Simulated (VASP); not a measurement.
A run of VASP 6.6.1 is set up as follows.

The input INCAR:

```
SYSTEM = FeI3
PREC = Accurate ; ENCUT = 520
EDIFF = 1E-7 ; ISMEAR = 0
SIGMA = 0.05 ; LREAL = .False.
LASPH = .True. ; NELM = 150
ALGO = Normal ; ISIF = 2
LWAVE = .False. ; LCHARG = .True.
ISPIN = 2 ; MAGMOM = 3.66 -3.66 0 0 0 0 0 0
LORBIT = 11 ; LMAXMIX = 4
GGA = PE ; LELF = .True.
LVHAR = .True. ; NBANDS = 43
```

The input KPOINTS:

```
regular mesh
0
Gamma
  6 6 3
  0 0 0
```

File POSCAR:

```
FeI3
1.0
    5.4205389827      0.0000000000      5.4205389827
    0.0000000000      5.4205389827      5.4205389827
    0.0000000000      0.0000000000     10.8410779654
Fe I
2 6
Direct
    0.0000000000      0.0000000000      0.0000000000
    0.0000000000      0.0000000000      0.5000000000
    0.5000000000      0.0000000000      0.7500000000
    0.0000000000      0.0000000000      0.2500000000
    0.0000000000      0.5000000000      0.7500000000
    0.5000000000      0.0000000000      0.2500000000
    0.0000000000      0.0000000000      0.7500000000
    0.0000000000      0.5000000000      0.2500000000
```

Potentials or basis: VASP PAW PBE potentials, release 64 (Fe, I).

Run with:

```console
$ cat potpaw_PBE.64/Fe/POTCAR potpaw_PBE.64/I/POTCAR > POTCAR
$ mpirun -np 1 vasp_std > vasp.out
```

**Question.** Estimate the pressure.

**Answer.** 1.6 GPa.

**Question.** Predict the site moments.

**Answer.** Fe +3.26, -3.26; I +0.00 μB.
